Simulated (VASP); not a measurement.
**Mo3Se4: single point with PBEsol**

Mo3Se4:

```xyz
14
Lattice="4.6839 2.7042 3.6900 -4.6839 2.7042 3.6900 0.0000 -5.4085 3.6900" Properties=species:S:1:pos:R:3 pbc="T T T"
Mo   -0.9116   -1.2413    4.3523
Mo    1.5308   -0.1688    4.3523
Mo   -0.6192    1.4101    4.3523
Mo    0.9116    1.2413    6.7176
Mo   -1.5308    0.1688    6.7176
Mo    0.6192   -1.4101    6.7176
Se    1.1725   -2.7013    4.6372
Se    1.7532    2.3661    4.6372
Se   -2.9257    0.3352    4.6372
Se   -1.1725    2.7013    6.4328
Se   -1.7532   -2.3661    6.4328
Se    2.9257   -0.3352    6.4328
Se    0.0000    0.0000    2.3447
Se    0.0000    0.0000    8.7252
```

```
Program                : VASP 6.6.1
Task                   : single point
Functional             : PBEsol
Potentials or basis    : VASP PAW PBE potentials, release 64 (Mo_sv, Se)
Cutoff                 : 520 eV
k mesh                 : 6 × 6 × 6
Occupations            : gaussian, width 0.1 eV
Spin                   : no spin polarisation
Dipole correction      : no
Further INCAR settings : ALGO = Normal; EDIFF = 1e-06; NBANDS = 79
```

```json
{
 "Pressure": "2.3 GPa",
 "Largest force": "0.054 eV/Å",
 "Band gap on the k mesh": "zero (bands 66 and 67 overlap by 0.18 eV)"
}
```

Forces on the atoms (eV/Å):
```
Mo  -0.014 -0.017 -0.005
Mo   0.022 -0.004 -0.005
Mo  -0.008  0.021 -0.005
Mo   0.014  0.017  0.005
Mo  -0.022  0.004  0.005
Mo   0.008 -0.021  0.005
Se   0.002 -0.037 -0.004
Se   0.031  0.021 -0.004
Se  -0.033  0.016 -0.004
Se  -0.002  0.037  0.004
Se  -0.031 -0.021  0.004
Se   0.033 -0.016  0.004
Se   0.000  0.000 -0.054
Se   0.000  0.000  0.054
```

Levels at points of the mesh, in eV from the Fermi level:
| k point | band 62 | band 63 | band 64 | band 65 | band 66 | band 67 | band 68 | band 69 | band 70 | band 71 |
| --- | --- | --- | --- | --- | --- | --- | --- | --- | --- | --- |
| (0.00, 0.00, 0.00) | -0.91 | -0.80 | -0.18 | -0.11 | -0.11 | 0.72 | 0.72 | 1.52 | 1.68 | 1.68 |
| (0.50, 0.00, 0.00) | -0.89 | -0.67 | -0.42 | -0.08 | -0.06 | 0.22 | 0.35 | 1.51 | 1.61 | 1.91 |
| (0.50, 0.50, 0.00) | -1.14 | -0.72 | -0.64 | -0.27 | 0.00 | 0.01 | 0.33 | 1.40 | 1.46 | 2.00 |
| (0.50, 0.50, 0.50) | -0.83 | -0.64 | -0.64 | -0.54 | -0.54 | -0.10 | -0.10 | 1.77 | 1.82 | 1.82 |

Run time: 9.5 min on 1 thread of Intel(R) Xeon(R) 6975P-C (Granite Rapids), with other jobs on the host, peak memory 0.73 GiB.

Caveat: the PAW data sets were made with another functional, which shifts forces and pressure a little.
